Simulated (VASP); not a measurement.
# CaSe (P1) in VASP: single point with PBE

Aim: the single point of CaSe with PBE.

All numbers are computed with VASP 6.6.1; they aren't measurements. Logs are shortened: lines on timing, memory, paths and dates and some standing lists are left out, and cuts for length are marked.

## 1. The cell of the first run

The typed cell holds 4 atoms: a = 8.361 Å, b = 4.180 Å, c = 4.180 Å, α = 60.00°, β = 60.00°, γ = 60.00°.

## 2. Single point, PBE

File INCAR:

```
SYSTEM = CaSe
PREC = Accurate ; ENCUT = 520
EDIFF = 1E-6 ; ISMEAR = -1
SIGMA = 0.08 ; LREAL = .False.
LASPH = .True. ; NELM = 80
ALGO = Normal ; ISIF = 2
LWAVE = .False. ; LCHARG = .True.
GGA = PE ; LELF = .True.
LVHAR = .True. ; NBANDS = 24
```

File KPOINTS:

```
Automatic mesh
0
Gamma
  3 6 6
  0 0 0
```

File POSCAR:

```
CaSe
1.0
    0.0000000000      5.9120000000      5.9120000000
    2.9560000000      0.0000000000      2.9560000000
    2.9560000000      2.9560000000      0.0000000000
Ca Se
2 2
Direct
    0.0004258288      0.0387139716     -0.0222220907
    0.5084975474     -0.0015421177      0.0021365020
    0.2411546008      0.4844414750      0.5127310555
    0.7543166441      0.4966938430      0.4974624493
```

Potentials or basis: VASP PAW PBE potentials, release 64 (Ca_sv, Se).

Started as:

```bash
$ cat potpaw_PBE.64/Ca_sv/POTCAR potpaw_PBE.64/Se/POTCAR > POTCAR
$ mpirun -np 1 vasp_std > vasp.out
```

OUTCAR:

```text
SYSTEM = CaSe
   PREC = Accurate
   ENCUT = 520
   EDIFF = 1E-6
   ISMEAR = -1
   LREAL = .False.
   LASPH = .True.
   NELM = 80
   ISIF = 2
   GGA = PE

 ion  position               nearest neighbor table
   1  0.000  0.039  0.978-   3 2.74   4 2.88   4 2.89
   2  0.508  0.998  0.002-   4 2.92   4 2.93   3 2.95   4 2.98
   3  0.241  0.484  0.513-   1 2.74   2 2.95
   4  0.754  0.497  0.497-   1 2.88   1 2.89   2 2.92   2 2.93   2 2.98

  LATTYP: Found a trigonal (rhomboedric) cell.
 ALAT       =     7.2406916797
 COS(alpha) =     0.8333333333

  Lattice vectors:

 A1 = (   2.9560000000,  -2.9560000000,  -5.9120000000)
 A2 = (   5.9120000000,  -2.9560000000,  -2.9560000000)
 A3 = (   2.9560000000,  -5.9120000000,  -2.9560000000)

Analysis of symmetry for initial positions (statically):
=====================================================================
 Subroutine PRICEL returns:
 Original cell was already a primitive cell.

 Routine SETGRP: Setting up the symmetry group for a
 trigonal (rhombohedral) supercell.

 Subroutine GETGRP returns: Found  1 space group operations
 (whereof  1 operations were pure point group operations)
 out of a pool of 12 trial point group operations.

The static configuration has the point symmetry C_1 .

Analysis of symmetry for dynamics (positions and initial velocities):
=====================================================================
 Subroutine PRICEL returns:
 Original cell was already a primitive cell.

 Routine SETGRP: Setting up the symmetry group for a
 trigonal (rhombohedral) supercell.

 Subroutine GETGRP returns: Found  1 space group operations
 (whereof  1 operations were pure point group operations)
 out of a pool of 12 trial point group operations.

The dynamic configuration has the point symmetry C_1 .

 Subroutine INISYM returns: Found  1 space group operations
 (whereof  1 operations are pure point group operations),
 and found     1 'primitive' translations

----------------------------------------------------------------------------------------

                                     Primitive cell

  volume of cell :     103.3174

  direct lattice vectors                    reciprocal lattice vectors
     0.000000000  5.912000000  5.912000000    -0.084573748  0.084573748  0.084573748
     2.956000000  0.000000000  2.956000000     0.169147497 -0.169147497  0.169147497
     2.956000000  2.956000000  0.000000000     0.169147497  0.169147497 -0.169147497

  length of vectors
[... 101 lines left out ...]
   LSORBIT =      F    spin-orbit coupling
   LASPH  =      T    aspherical Exc in radial PAW
   ENCUT  =  520.0 eV  38.22 Ry    6.18 a.u.  15.55  7.77  7.77*2*pi/ulx,y,z
   NELM   =     80;   NELMIN=  2; NELMDL= -5     # of ELM steps
   EDIFF  = 0.1E-05   stopping-criterion for ELM
   LREAL  =      F    real-space projection
   EDIFFG = 0.1E-04   stopping-criterion for IOM
   NSW    =      0    number of steps for IOM
   IBRION =     -1    ionic relax: 0-MD 1-quasi-New 2-CG
   NFREE  =      0    steps in history (QN), initial steepest desc. (CG)
   ISIF   =      2    stress and relaxation
   ISYM   =      2    0-nonsym 1-usesym 2-fastsym
   POTIM  = 0.5000    time-step for ionic-motion
   TEBEG  =    0.0;   TEEND  =   0.0 temperature during run
   PSTRESS=    0.0 pullay stress
   NELECT =      32.0000    total number of electrons
   NUPDOWN=      -1.0000    fix difference up-down
   EMIN   =  10.00;   EMAX   =-10.00  energy-range for DOS
   EFERMI =   0.00;   METHOD = LEGACY
   ISMEAR =    -1;   SIGMA  =   0.08  broadening in eV -4-tet -1-fermi 0-gaus
   EFERMI_NEDOS =   21; number of points for ismear=-14 and -15
   IALGO  =     38    algorithm
   IMIX   =      4    mixing-type and parameters
     AMIX     =   0.40;   BMIX     =  1.00
     AMIX_MAG =   1.60;   BMIX_MAG =  1.00
  volume/ion in A,a.u.               =      25.83       174.30
  Fermi-wavevector in a.u.,A,eV,Ry     =   1.107645  2.093145 16.692666  1.226876
  Thomas-Fermi vector in A             =   2.244161
   LORBIT       =      0    0 simple, 1 ext, 2 COOP (PROOUT), +10 PAW based schemes
   GGA     = PE    functional components
   LHFCALC =     F    Hartree Fock is set to
   AEXX    =    0.0000 exact exchange contribution
   IVDW    =     0    specifies the selected vdW correction
   LEPSILON=     F    determine dielectric tensor
   LRPA    =     F    only Hartree local field effects (RPA)
 non-spin polarized calculation
  energy-cutoff  :      520.00
  volume of cell :      103.32
 maximum number of plane-waves:      2815
 NGX is ok and might be reduce to    64
   NGX = 31   NGY = 15   NGZ = 15

 number of electron      31.9999999 magnetization

 Free energy of the ion-electron system (eV)
  ---------------------------------------------------
  ext. energy  EPLUGINS =         0.00000000
  ---------------------------------------------------
  free energy    TOTEN  =       -18.85045393 eV

  energy without entropy =      -18.85045363  energy(sigma->0) =      -18.85045378

 E-fermi :   3.4737     XC(G=0):  -9.1566

 val. band max:        2.4448654896   @ k =   0.0000   0.0000   0.0000
 cond. band min:       4.4834707634   @ k =   0.0000   0.5000   0.0000
 fundamental gap:      2.0386052737
 Fermi energy:         3.4736545628

 k-point     1 :       0.0000    0.0000    0.0000
  band No.  band energies     occupation
      1     -37.3923      2.00000
      2     -37.1447      2.00000
      3     -18.4514      2.00000
      4     -18.3927      2.00000
      5     -18.3876      2.00000
      6     -18.2060      2.00000
[... 637 lines left out ...]
     23       8.2342      0.00000
     24       8.3489      0.00000

 [... further k-points ...]
[... 5 lines left out ...]
  --------------------------------------------------------------------------------------
  -------------------------------------------------------------------------------------
  Total        0.9036113      0.9875450      1.7130107      0.0122148      0.0296653     -0.0541848
  in kB       14.0126077     15.3141956     26.5642391      0.1894185      0.4600301     -0.8402621
  external PRESSURE =      18.6303475 kB  Pullay stress =       0.0000000 kB

 VOLUME and BASIS-vectors are now :
 -----------------------------------------------------------------------------
  energy-cutoff  :      520.00
  volume of cell :      103.32
      direct lattice vectors                 reciprocal lattice vectors
     0.000000000  5.912000000  5.912000000    -0.084573748  0.084573748  0.084573748
     2.956000000  0.000000000  2.956000000     0.169147497 -0.169147497  0.169147497
     2.956000000  2.956000000  0.000000000     0.169147497  0.169147497 -0.169147497

 POSITION                                       TOTAL-FORCE (eV/Angst)
 -----------------------------------------------------------------------------------
      3.00475      2.89283      0.11696        -0.290201      0.328171     -0.616572
      2.95776      3.01255      5.95768         0.060476     -0.276186     -0.291675
      2.94764      2.94134      2.85772         0.000253      0.128265      0.876540
      2.93873      5.93002      5.92775         0.229473     -0.180250      0.031708
 -----------------------------------------------------------------------------------
    total drift:                               -0.000039      0.000051      0.000066

  FREE ENERGIE OF THE ION-ELECTRON SYSTEM (eV)
  ---------------------------------------------------
  free  energy   TOTEN  =       -18.8504539339 eV

  energy  without entropy=      -18.8504536310  energy(sigma->0) =      -18.85045378
```

It took 4.3 min on 1 thread of Intel Xeon 8259CL, shared host; peak memory 0.32 GiB.

What came out:

```
Free energy            : -18.8505 eV
Pressure               : 1.9 GPa
Largest force          : 0.886 eV/Å
Band gap on the k mesh : 2.04 eV
```

Forces in eV/Å, atoms in the order of the input:
```
Ca  -0.290  0.328 -0.617
Ca   0.060 -0.276 -0.292
Se   0.000  0.128  0.877
Se   0.229 -0.180  0.032
```

Levels at points of the mesh, in eV from the valence-band top:
| k point | band 13 | band 14 | band 15 | band 16 | band 17 | band 18 | band 19 | band 20 |
| --- | --- | --- | --- | --- | --- | --- | --- | --- |
| (0.00, 0.00, 0.00) | -1.18 | -0.03 | -0.02 | 0.00 | 3.34 | 3.70 | 3.76 | 3.77 |
| (0.00, 0.50, 0.00) | -1.26 | -1.20 | -0.92 | -0.86 | 2.04 | 4.50 | 5.05 | 5.09 |
| (0.00, 0.00, 0.50) | -1.20 | -1.19 | -0.94 | -0.92 | 2.09 | 4.45 | 5.03 | 5.08 |
| (0.00, 0.50, 0.50) | -1.23 | -1.19 | -0.92 | -0.91 | 2.09 | 4.44 | 5.03 | 5.12 |

Caveat: an odd mesh through Γ misses points on the zone boundary, where band edges can lie. As with any semilocal functional, this PBE gap is likely too small.
